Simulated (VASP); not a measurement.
# Ag (Fm-3m) in VASP: notebook

Ag is run at these levels: PBE; tasks: single point.

Everything below comes from runs of VASP 6.6.1. Logs are shortened: lines on timing, memory, paths and dates and some standing lists are left out, and cuts for length are marked.

## Step 1: The cell of the first run

Symmetry: Fm-3m, No. 225, cubic system. Conventional cell: a = 4.151 Å, b = 4.151 Å, c = 4.151 Å, α = 90.00°, β = 90.00°, γ = 90.00°. Ag (site symmetry m-3m) has 12 Ag at 2.94 Å within 3.9 Å.

## Step 2: Single point, PBE

The input, INCAR:

```
ALGO = Normal
EDIFF = 1E-6
ENCUT = 520
GGA = PE
ISIF = 2
ISMEAR = -1
LASPH = T
LCHARG = T
LELF = T
LREAL = F
LVHAR = T
LWAVE = F
NBANDS = 12
NELM = 80
PREC = Accurate
SIGMA = 0.02
```

The input, KPOINTS:

```
k-points
0
Gamma
  10 10 10
```

The input, POSCAR:

```
Ag
1.0
    0.0000000000      2.0756380368      2.0756380368
    2.0756380368      0.0000000000      2.0756380368
    2.0756380368      2.0756380368      0.0000000000
Ag
1
Direct
    0.0000000000      0.0000000000      0.0000000000
```

Potentials or basis: VASP PAW PBE potentials, release 64 (Ag).

On the command line:

```bash
$ cat potpaw_PBE.64/Ag/POTCAR > POTCAR
$ mpirun -np 1 vasp_std > vasp.out
```

OUTCAR:

```text
EDIFF = 1E-6
   ENCUT = 520
   GGA = PE
   ISIF = 2
   ISMEAR = -1
   LASPH = T
   LREAL = F
   NELM = 80
   PREC = Accurate

 ion  position               nearest neighbor table
   1  0.000  0.000  0.000-

  LATTYP: Found a face centered cubic cell.
 ALAT       =     4.1512760736

  Lattice vectors:

 A1 = (   0.0000000000,   2.0756380368,   2.0756380368)
 A2 = (   2.0756380368,   0.0000000000,   2.0756380368)
 A3 = (   2.0756380368,   2.0756380368,   0.0000000000)

Analysis of symmetry for initial positions (statically):
=====================================================================
 Subroutine PRICEL returns:
 Original cell was already a primitive cell.

 Routine SETGRP: Setting up the symmetry group for a
 face centered cubic supercell.

 Subroutine GETGRP returns: Found 48 space group operations
 (whereof 48 operations were pure point group operations)
 out of a pool of 48 trial point group operations.

The static configuration has the point symmetry O_h .

Analysis of symmetry for dynamics (positions and initial velocities):
=====================================================================
 Subroutine PRICEL returns:
 Original cell was already a primitive cell.

 Routine SETGRP: Setting up the symmetry group for a
 face centered cubic supercell.

 Subroutine GETGRP returns: Found 48 space group operations
 (whereof 48 operations were pure point group operations)
 out of a pool of 48 trial point group operations.

The dynamic configuration has the point symmetry O_h .

 Subroutine INISYM returns: Found 48 space group operations
 (whereof 48 operations are pure point group operations),
 and found     1 'primitive' translations

----------------------------------------------------------------------------------------

                                     Primitive cell

  volume of cell :      17.8848

  direct lattice vectors                    reciprocal lattice vectors
     0.000000000  2.075638037  2.075638037    -0.240889785  0.240889785  0.240889785
     2.075638037  0.000000000  2.075638037     0.240889785 -0.240889785  0.240889785
     2.075638037  2.075638037  0.000000000     0.240889785  0.240889785 -0.240889785

  length of vectors
     2.935395462  2.935395462  2.935395462     0.417233346  0.417233346  0.417233346

  position of ions in fractional coordinates (direct lattice)
     0.000000000  0.000000000  0.000000000

  ion indices of the primitive-cell ions
   primitive index   ion index
                 1           1

[... 70 lines left out ...]
   NELM   =     80;   NELMIN=  2; NELMDL= -5     # of ELM steps
   EDIFF  = 0.1E-05   stopping-criterion for ELM
   LREAL  =      F    real-space projection
   EDIFFG = 0.1E-04   stopping-criterion for IOM
   NSW    =      0    number of steps for IOM
   IBRION =     -1    ionic relax: 0-MD 1-quasi-New 2-CG
   NFREE  =      0    steps in history (QN), initial steepest desc. (CG)
   ISIF   =      2    stress and relaxation
   ISYM   =      2    0-nonsym 1-usesym 2-fastsym
   POTIM  = 0.5000    time-step for ionic-motion
   TEBEG  =    0.0;   TEEND  =   0.0 temperature during run
   PSTRESS=    0.0 pullay stress
   NELECT =      11.0000    total number of electrons
   NUPDOWN=      -1.0000    fix difference up-down
   EMIN   =  10.00;   EMAX   =-10.00  energy-range for DOS
   EFERMI =   0.00;   METHOD = LEGACY
   ISMEAR =    -1;   SIGMA  =   0.02  broadening in eV -4-tet -1-fermi 0-gaus
   EFERMI_NEDOS =   21; number of points for ismear=-14 and -15
   IALGO  =     38    algorithm
   IMIX   =      4    mixing-type and parameters
     AMIX     =   0.40;   BMIX     =  1.00
     AMIX_MAG =   1.60;   BMIX_MAG =  1.00
  volume/ion in A,a.u.               =      17.88       120.69
  Fermi-wavevector in a.u.,A,eV,Ry     =   1.392229  2.630932 26.372206  1.938302
  Thomas-Fermi vector in A             =   2.515992
   LORBIT       =      0    0 simple, 1 ext, 2 COOP (PROOUT), +10 PAW based schemes
   GGA     = PE    functional components
[... 5 lines left out ...]
 non-spin polarized calculation
  energy-cutoff  :      520.00
  volume of cell :       17.88
 maximum number of plane-waves:       531
 NGX is ok and might be reduce to    24
   NGX = 11   NGY = 11   NGZ = 11

 number of electron      11.0000000 magnetization

 Free energy of the ion-electron system (eV)
  ---------------------------------------------------
  ext. energy  EPLUGINS =         0.00000000
  ---------------------------------------------------
  free energy    TOTEN  =        -2.70509080 eV

  energy without entropy =       -2.70429178  energy(sigma->0) =       -2.70469129

 E-fermi :   7.7763     XC(G=0): -11.9261

 val. band max:        7.5142128202   @ k =   0.5000   0.0000   0.0000
 cond. band min:       7.8116695771   @ k =   0.5000   0.3000   0.1000
 fundamental gap:      0.2974567569
 Fermi energy:         7.7763016408

 k-point     1 :       0.0000    0.0000    0.0000
  band No.  band energies     occupation
      1       0.3607      2.00000
      2       3.1480      2.00000
      3       3.1480      2.00000
      4       3.1480      2.00000
      5       4.0979      2.00000
      6       4.0979      2.00000
      7      23.6972      0.00000
      8      26.9924      0.00000
      9      26.9924      0.00000
     10      26.9924      0.00000
     11      31.6855      0.00000
     12      32.5330      0.00000
[... 331 lines left out ...]
 k-point    24 :       0.4000    0.3000    0.0000
  band No.  band energies     occupation
      1       2.0244      2.00000
      2       2.1489      2.00000
      3       4.1814      2.00000
      4       4.3063      2.00000
      5       4.7877      2.00000
      6       6.5988      2.00000
      7      17.9945      0.00000
      8      19.0512      0.00000
      9      19.9979      0.00000
     10      24.2741      0.00000
     11      26.2822      0.00000
     12      35.7859      0.00000

 [... further k-points ...]
[... 5 lines left out ...]
  --------------------------------------------------------------------------------------
  -------------------------------------------------------------------------------------
  Total       -0.0121811     -0.0121811     -0.0121811      0.0000000      0.0000000     -0.0000000
  in kB       -1.0912189     -1.0912189     -1.0912189      0.0000000      0.0000000     -0.0000000
  external PRESSURE =      -1.0912189 kB  Pullay stress =       0.0000000 kB

 VOLUME and BASIS-vectors are now :
 -----------------------------------------------------------------------------
  energy-cutoff  :      520.00
  volume of cell :       17.88
      direct lattice vectors                 reciprocal lattice vectors
     0.000000000  2.075638037  2.075638037    -0.240889785  0.240889785  0.240889785
     2.075638037  0.000000000  2.075638037     0.240889785 -0.240889785  0.240889785
     2.075638037  2.075638037  0.000000000     0.240889785  0.240889785 -0.240889785

 POSITION                                       TOTAL-FORCE (eV/Angst)
 -----------------------------------------------------------------------------------
      0.00000      0.00000      0.00000         0.000000      0.000000      0.000000
 -----------------------------------------------------------------------------------
    total drift:                               -0.000000      0.000000     -0.000000

  FREE ENERGIE OF THE ION-ELECTRON SYSTEM (eV)
  ---------------------------------------------------
  free  energy   TOTEN  =        -2.7050908044 eV

  energy  without entropy=       -2.7042917809  energy(sigma->0) =       -2.70469129
```

OSZICAR:

```text
N       E                     dE             d eps       ncg     rms          rms(c)
DAV:   1     0.484442192322E+02    0.48444E+02   -0.54018E+03  1152   0.809E+02
DAV:   2    -0.221921490084E+01   -0.50663E+02   -0.47660E+02  1308   0.185E+02
DAV:   3    -0.294134082797E+01   -0.72213E+00   -0.72183E+00  1316   0.233E+01
DAV:   4    -0.294344972881E+01   -0.21089E-02   -0.21088E-02  1304   0.133E+00
DAV:   5    -0.294346561115E+01   -0.15882E-04   -0.15883E-04  1344   0.102E-01    0.463E+00
DAV:   6    -0.271391731683E+01    0.22955E+00   -0.93778E-01  1228   0.858E+00    0.308E+00
DAV:   7    -0.270755419600E+01    0.63631E-02   -0.73108E-03  1284   0.822E-01    0.176E+00
DAV:   8    -0.270507709550E+01    0.24771E-02   -0.71262E-04  1256   0.205E-01    0.762E-02
DAV:   9    -0.270508596422E+01   -0.88687E-05   -0.10804E-05  1348   0.255E-02    0.259E-02
DAV:  10    -0.270509111075E+01   -0.51465E-05   -0.44510E-06  1272   0.199E-02    0.381E-03
DAV:  11    -0.270509080437E+01    0.30639E-06   -0.84666E-08   696   0.248E-03
   1 F= -.27050908E+01 E0= -.27046913E+01  d E =-.799024E-03
```

It took 11 s on 1 thread of Intel Xeon Platinum 8375C at 2.90GHz (Ice Lake), shared host; peak memory 0.14 GiB.

What came out:

| Property | Result |
| --- | --- |
| Free energy | -2.7051 eV |
| Pressure | -0.1 GPa |

Levels at points of the mesh, in eV from the Fermi level:
```
           k point  band 3  band 4  band 5  band 6  band 7  band 8  band 9  band 10
(0.00, 0.00, 0.00)   -4.63   -4.63   -3.68   -3.68   15.92   19.22   19.22    19.22
(0.50, 0.00, 0.00)   -4.65   -2.95   -2.95   -0.26    3.36   15.15   17.39    17.39
(0.50, 0.50, 0.00)   -2.98   -2.76   -2.76    1.66    6.39   10.43   10.43    16.63
```

## Step 3: Single point, PBE

This run uses another cell than the first one, of 17.33 Å³/atom, 0.969 times its volume.

The input, INCAR:

```
SYSTEM = Ag
PREC = Accurate ; ENCUT = 520
EDIFF = 1E-6 ; ISMEAR = -1
SIGMA = 0.02 ; LREAL = .False.
LASPH = .True. ; NELM = 80
ALGO = Normal ; ISIF = 2
LWAVE = .False. ; LCHARG = .False.
GGA = PE ; NBANDS = 12
```

The input, KPOINTS:

```
Automatic mesh
0
Gamma
  10 10 10
  0 0 0
```

The input, POSCAR:

```
Ag
1.0
    0.0000000000      2.0539609151      2.0539609151
    2.0539609151      0.0000000000      2.0539609151
    2.0539609151      2.0539609151      0.0000000000
Ag
1
Direct
    0.0000000000      0.0000000000      0.0000000000
```

Potentials or basis: VASP PAW PBE potentials, release 64 (Ag).

On the command line:

```bash
$ cat potpaw_PBE.64/Ag/POTCAR > POTCAR
$ mpirun -np 1 vasp_std > vasp.out
```

Run time: 11 s. Hardware: 1 thread of Intel Xeon Platinum 8375C at 2.90GHz (Ice Lake), shared host; peak memory 0.14 GiB.

It converged, with:

- Free energy: -2.7000 eV
- Pressure: 3.0 GPa

Levels at points of the mesh, in eV from the Fermi level:
| k point | band 2 | band 3 | band 4 | band 5 | band 6 | band 7 | band 8 | band 9 | band 10 | band 11 |
| --- | --- | --- | --- | --- | --- | --- | --- | --- | --- | --- |
| (0.00, 0.00, 0.00) | -4.76 | -4.76 | -4.76 | -3.75 | -3.75 | 15.98 | 19.46 | 19.46 | 19.46 | 24.22 |
| (0.50, 0.00, 0.00) | -4.78 | -4.78 | -2.98 | -2.98 | -0.37 | 3.51 | 15.21 | 17.69 | 17.69 | 22.61 |
| (0.50, 0.50, 0.00) | -6.21 | -3.01 | -2.78 | -2.78 | 1.61 | 6.61 | 10.57 | 10.57 | 16.98 | 17.03 |
